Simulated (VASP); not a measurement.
# RbBr (R3m) in VASP: a series of runs

Runs on RbBr. Level: PBE. Tasks: single point, relaxation of cell and atoms.

Program: VASP 6.6.1. These are calculated values, not measurements. Logs are shortened: lines on timing, memory, paths and dates and some standing lists are left out, and cuts for length are marked.

## Step 1: The cell of the first run

The structure is trigonal, space group R3m (No. 160). Conventional cell: a = 5.425 Å, b = 5.425 Å, c = 13.390 Å, α = 90.00°, β = 90.00°, γ = 120.00°. Rb (site symmetry 3m) has 4 Br at 3.33 Å within 4.4 Å. Within 4.4 Å of Br (site symmetry 3m) lie 4 Rb at 3.33 Å.

## Step 2: Single point, PBE

Contents of INCAR:

```
ALGO = Normal
EDIFF = 1E-6
ENCUT = 520
GGA = PE
ISIF = 2
ISMEAR = 0
LASPH = True
LCHARG = False
LREAL = False
LWAVE = False
NBANDS = 15
NELM = 100
PREC = Accurate
SIGMA = 0.1
```

Contents of KPOINTS:

```
k-points
0
Gamma
  6 6 6
```

Contents of POSCAR:

```
RbBr
1.0
    2.7127026300      1.5661796000      4.4632471300
   -2.7127026300      1.5661796000      4.4632471300
    0.0000000000     -3.1323591900      4.4632471300
Rb Br
1 1
Direct
    0.0000000000      0.0000000000      0.0000000000
    0.2487566200      0.2487566200      0.2487566200
```

Potentials or basis: VASP PAW PBE potentials, release 64 (Rb_sv, Br).

The run is started by

```bash
$ cat potpaw_PBE.64/Rb_sv/POTCAR potpaw_PBE.64/Br/POTCAR > POTCAR
$ mpirun -np 1 vasp_std > vasp.out
```

OUTCAR:

```text
EDIFF = 1E-6
   ENCUT = 520
   GGA = PE
   ISIF = 2
   ISMEAR = 0
   LASPH = True
   LREAL = False
   NELM = 100
   PREC = Accurate

 ion  position               nearest neighbor table
   1  0.000  0.000  0.000-   2 3.33   2 3.33   2 3.33   2 3.33
   2  0.249  0.249  0.249-   1 3.33   1 3.33   1 3.33   1 3.33

  LATTYP: Found a trigonal (rhomboedric) cell.
 ALAT       =     5.4527285868
 COS(alpha) =     0.5049983895

  Lattice vectors:

 A1 = (   2.7127026300,   1.5661796000,   4.4632471300)
 A2 = (  -2.7127026300,   1.5661796000,   4.4632471300)
 A3 = (   0.0000000000,  -3.1323591900,   4.4632471300)

Analysis of symmetry for initial positions (statically):
=====================================================================
 Subroutine PRICEL returns:
 Original cell was already a primitive cell.

 Routine SETGRP: Setting up the symmetry group for a
 trigonal (rhombohedral) supercell.

 Subroutine GETGRP returns: Found  6 space group operations
 (whereof  6 operations were pure point group operations)
 out of a pool of 12 trial point group operations.

The static configuration has the point symmetry C_3v.

Analysis of symmetry for dynamics (positions and initial velocities):
=====================================================================
 Subroutine PRICEL returns:
 Original cell was already a primitive cell.

 Routine SETGRP: Setting up the symmetry group for a
 trigonal (rhombohedral) supercell.

 Subroutine GETGRP returns: Found  6 space group operations
 (whereof  6 operations were pure point group operations)
 out of a pool of 12 trial point group operations.

The dynamic configuration has the point symmetry C_3v.

 Subroutine INISYM returns: Found  6 space group operations
 (whereof  6 operations are pure point group operations),
 and found     1 'primitive' translations

----------------------------------------------------------------------------------------

                                     Primitive cell

  volume of cell :     113.7748

  direct lattice vectors                    reciprocal lattice vectors
     2.712702630  1.566179600  4.463247130     0.184318028  0.106416063  0.074684041
    -2.712702630  1.566179600  4.463247130    -0.184318028  0.106416063  0.074684041
     0.000000000 -3.132359190  4.463247130     0.000000000 -0.212832126  0.074684042

  length of vectors
     5.452728587  5.452728587  5.452728587     0.225555359  0.225555359  0.225555359

  position of ions in fractional coordinates (direct lattice)
     0.000000000  0.000000000  0.000000000
     0.248756620  0.248756620  0.248756620

  ion indices of the primitive-cell ions
   primitive index   ion index
                 1           1
                 2           2

----------------------------------------------------------------------------------------

 KPOINTS: k-points

Automatic generation of k-mesh.
 Grid dimensions read from file:
 generate k-points for:    6    6    6

 Generating k-lattice:

  Cartesian coordinates                     Fractional coordinates (reciprocal lattice)
     0.030719671  0.017736011  0.012447340     0.166666667  0.000000000  0.000000000
    -0.030719671  0.017736011  0.012447340     0.000000000  0.166666667  0.000000000
     0.000000000 -0.035472021  0.012447340     0.000000000  0.000000000  0.166666667

  Length of vectors
     0.037592560  0.037592560  0.037592560

  Shift w.r.t. Gamma in fractional coordinates (k-lattice)
     0.000000000  0.000000000  0.000000000

 Subroutine IBZKPT returns following result:
 ===========================================

 Found     32 irreducible k-points:

 Following reciprocal coordinates:
            Coordinates               Weight
  0.000000  0.000000  0.000000      1.000000
  0.166667  0.000000  0.000000      6.000000
  0.333333 -0.000000  0.000000      6.000000
  0.500000 -0.000000  0.000000      3.000000
  0.166667  0.166667  0.000000      6.000000
  0.333333  0.166667  0.000000     12.000000
[... 16 lines left out ...]
  0.500000  0.500000  0.166667      6.000000
 -0.333333  0.500000  0.166667     12.000000
 [... further k-points ...]
   k-points           NKPTS =     32   k-points in BZ     NKDIM =     32   number of bands    NBANDS=     15
   number of dos      NEDOS =    301   number of ions     NIONS =      2
   total plane-waves  NPLWV =  74088
   dimension x,y,z NGX =    42 NGY =   42 NGZ =   42
   dimension x,y,z NGXF=    84 NGYF=   84 NGZF=   84
   ions per type =               1   1
   NGX,Y,Z   is equivalent  to a cutoff of  12.81, 12.81, 12.81 a.u.
   NGXF,Y,Z  is equivalent  to a cutoff of  25.61, 25.61, 25.61 a.u.
 SYSTEM =  unknown system
   PREC   = accura    normal or accurate (medium, high low for compatibility)
   ISTART =      0    job   : 0-new  1-cont  2-samecut
   ICHARG =      2    charge: 1-file 2-atom 10-const
   ISPIN  =      1    spin polarized calculation?
   LNONCOLLINEAR =      F non collinear calculations
   LSORBIT =      F    spin-orbit coupling
   LASPH  =      T    aspherical Exc in radial PAW
   ENCUT  =  520.0 eV  38.22 Ry    6.18 a.u.  10.14 10.14 10.14*2*pi/ulx,y,z
   NELM   =    100;   NELMIN=  2; NELMDL= -5     # of ELM steps
   EDIFF  = 0.1E-05   stopping-criterion for ELM
   LREAL  =      F    real-space projection
   EDIFFG = 0.1E-04   stopping-criterion for IOM
   NSW    =      0    number of steps for IOM
   IBRION =     -1    ionic relax: 0-MD 1-quasi-New 2-CG
   NFREE  =      0    steps in history (QN), initial steepest desc. (CG)
   ISIF   =      2    stress and relaxation
   ISYM   =      2    0-nonsym 1-usesym 2-fastsym
   POTIM  = 0.5000    time-step for ionic-motion
   TEBEG  =    0.0;   TEEND  =   0.0 temperature during run
   PSTRESS=    0.0 pullay stress
   NELECT =      16.0000    total number of electrons
   NUPDOWN=      -1.0000    fix difference up-down
   EMIN   =  10.00;   EMAX   =-10.00  energy-range for DOS
   EFERMI =   0.00;   METHOD = LEGACY
   ISMEAR =     0;   SIGMA  =   0.10  broadening in eV -4-tet -1-fermi 0-gaus
   EFERMI_NEDOS =   21; number of points for ismear=-14 and -15
   IALGO  =     38    algorithm
   IMIX   =      4    mixing-type and parameters
     AMIX     =   0.40;   BMIX     =  1.00
     AMIX_MAG =   1.60;   BMIX_MAG =  1.00
  volume/ion in A,a.u.               =      56.89       383.89
  Fermi-wavevector in a.u.,A,eV,Ry     =   0.851333  1.608786  9.861068  0.724768
  Thomas-Fermi vector in A             =   1.967450
   LORBIT       =      0    0 simple, 1 ext, 2 COOP (PROOUT), +10 PAW based schemes
   GGA     = PE    functional components
   LHFCALC =     F    Hartree Fock is set to
   AEXX    =    0.0000 exact exchange contribution
   IVDW    =     0    specifies the selected vdW correction
   LEPSILON=     F    determine dielectric tensor
   LRPA    =     F    only Hartree local field effects (RPA)
 non-spin polarized calculation
 Gauss-broadening in eV      SIGMA  =   0.10
  energy-cutoff  :      520.00
  volume of cell :      113.77
 maximum number of plane-waves:      3107
 NGX is ok and might be reduce to    42
   NGX = 21   NGY = 21   NGZ = 21

 number of electron      15.9999999 magnetization

 Free energy of the ion-electron system (eV)
  ---------------------------------------------------
  ext. energy  EPLUGINS =         0.00000000
  ---------------------------------------------------
  free energy    TOTEN  =        -5.92387217 eV

  energy without entropy =       -5.92387217  energy(sigma->0) =       -5.92387217

 E-fermi :  -2.4799     XC(G=0):  -5.7913

 val. band max:       -3.0360946522   @ k =   0.5000   0.5000   0.0000
 cond. band min:       1.0613669442   @ k =   0.0000   0.0000   0.0000
 fundamental gap:      4.0974615964
 Fermi energy:        -2.4798516964

 k-point     1 :       0.0000    0.0000    0.0000
  band No.  band energies     occupation
      1     -27.5844      2.00000
      2     -14.9230      2.00000
      3     -11.6951      2.00000
      4     -11.6951      2.00000
      5     -11.6945      2.00000
      6      -3.1408      2.00000
      7      -3.1321      2.00000
      8      -3.1321      2.00000
      9       1.0614      0.00000
     10       5.1478      0.00000
     11       5.1478      0.00000
     12       6.1322      0.00000
     13       6.1322      0.00000
     14       6.1544      0.00000
     15       7.1009      0.00000

 k-point     2 :       0.1667    0.0000    0.0000
  band No.  band energies     occupation
      1     -27.5838      2.00000
      2     -14.9350      2.00000
      3     -11.6985      2.00000
      4     -11.6979      2.00000
      5     -11.6821      2.00000
      6      -3.2045      2.00000
      7      -3.1263      2.00000
      8      -3.1200      2.00000
      9       1.4608      0.00000
     10       4.8846      0.00000
     11       4.9031      0.00000
     12       5.7740      0.00000
     13       6.3446      0.00000
     14       6.6158      0.00000
     15       6.6162      0.00000

 k-point     3 :       0.3333   -0.0000    0.0000
  band No.  band energies     occupation
      1     -27.5826      2.00000
      2     -14.9585      2.00000
      3     -11.7052      2.00000
      4     -11.7045      2.00000
      5     -11.6575      2.00000
      6      -3.3085      2.00000
      7      -3.1002      2.00000
      8      -3.0967      2.00000
      9       2.3740      0.00000
     10       4.5509      0.00000
     11       4.7365      0.00000
     12       4.7860      0.00000
     13       6.1794      0.00000
     14       6.4336      0.00000
     15       6.4785      0.00000

 k-point     4 :       0.5000   -0.0000    0.0000
  band No.  band energies     occupation
      1     -27.5820      2.00000
      2     -14.9700      2.00000
      3     -11.7086      2.00000
      4     -11.7078      2.00000
      5     -11.6459      2.00000
      6      -3.3449      2.00000
      7      -3.0877      2.00000
      8      -3.0855      2.00000
      9       3.2872      0.00000
     10       3.4892      0.00000
     11       4.7622      0.00000
     12       4.8342      0.00000
     13       6.1870      0.00000
     14       6.2161      0.00000
     15       6.7696      0.00000
[... 307 lines left out ...]
 k-point    22 :      -0.1667    0.3333    0.1667
  band No.  band energies     occupation
      1     -27.5818      2.00000
      2     -14.9737      2.00000
      3     -11.7309      2.00000
      4     -11.7155      2.00000
      5     -11.6129      2.00000
      6      -3.3333      2.00000
      7      -3.1261      2.00000
      8      -3.0669      2.00000
      9       2.9171      0.00000
     10       3.7792      0.00000
     11       4.7234      0.00000
     12       5.2457      0.00000
     13       6.3897      0.00000
     14       6.5422      0.00000
     15       6.8992      0.00000

 k-point    23 :       0.5000    0.5000    0.1667
  band No.  band energies     occupation
      1     -27.5814      2.00000
      2     -14.9820      2.00000
      3     -11.7320      2.00000
      4     -11.7222      2.00000
      5     -11.5991      2.00000
      6      -3.3924      2.00000
      7      -3.0869      2.00000
      8      -3.0473      2.00000
      9       2.9724      0.00000
     10       3.6994      0.00000
     11       4.9460      0.00000
     12       5.5904      0.00000
     13       6.3860      0.00000
     14       6.5289      0.00000
     15       6.5469      0.00000

 k-point    24 :      -0.3333    0.5000    0.1667
  band No.  band energies     occupation
      1     -27.5812      2.00000
      2     -14.9853      2.00000
      3     -11.7365      2.00000
      4     -11.7273      2.00000
      5     -11.5889      2.00000
      6      -3.3601      2.00000
      7      -3.1311      2.00000
      8      -3.0392      2.00000
      9       2.9942      0.00000
     10       3.7094      0.00000
     11       5.4428      0.00000
     12       5.6468      0.00000
     13       5.8287      0.00000
     14       6.0814      0.00000
     15       6.9387      0.00000

 [... further k-points ...]

------------------------ aborting loop because EDIFF is reached ----------------------------------------

  FORCE on cell =-STRESS in cart. coord.  units (eV):
  Direction    XX          YY          ZZ          XY          YZ          ZX
  --------------------------------------------------------------------------------------
  -------------------------------------------------------------------------------------
  Total        0.2561348      0.2561348      0.2436156     -0.0000000      0.0000000      0.0000000
  in kB        3.6068922      3.6068922      3.4305970     -0.0000000      0.0000000      0.0000000
  external PRESSURE =       3.5481271 kB  Pullay stress =       0.0000000 kB

 VOLUME and BASIS-vectors are now :
 -----------------------------------------------------------------------------
  energy-cutoff  :      520.00
  volume of cell :      113.77
      direct lattice vectors                 reciprocal lattice vectors
     2.712702630  1.566179600  4.463247130     0.184318028  0.106416063  0.074684041
    -2.712702630  1.566179600  4.463247130    -0.184318028  0.106416063  0.074684041
     0.000000000 -3.132359190  4.463247130     0.000000000 -0.212832126  0.074684042

 POSITION                                       TOTAL-FORCE (eV/Angst)
 -----------------------------------------------------------------------------------
      0.00000      0.00000      0.00000         0.000000     -0.000000     -0.001087
      0.00000      0.00000      3.33079         0.000000      0.000000      0.001087
 -----------------------------------------------------------------------------------
    total drift:                                0.000000      0.000000     -0.000156

  FREE ENERGIE OF THE ION-ELECTRON SYSTEM (eV)
  ---------------------------------------------------
  free  energy   TOTEN  =        -5.9238721681 eV

  energy  without entropy=       -5.9238721681  energy(sigma->0) =       -5.92387217
```

Wall time 92 s (1 thread of Intel Xeon Platinum 8259CL at 2.50GHz (Skylake/Cascade Lake), shared host); peak memory 0.27 GiB.

Results:

```yaml
Free_energy: -5.9239 eV
Pressure: 0.4 GPa
Band_gap_on_the_k_mesh: 4.10 eV, indirect (least direct gap 4.19 eV)
```

A k mesh can miss the band edges.

[end of part 1 of 2]
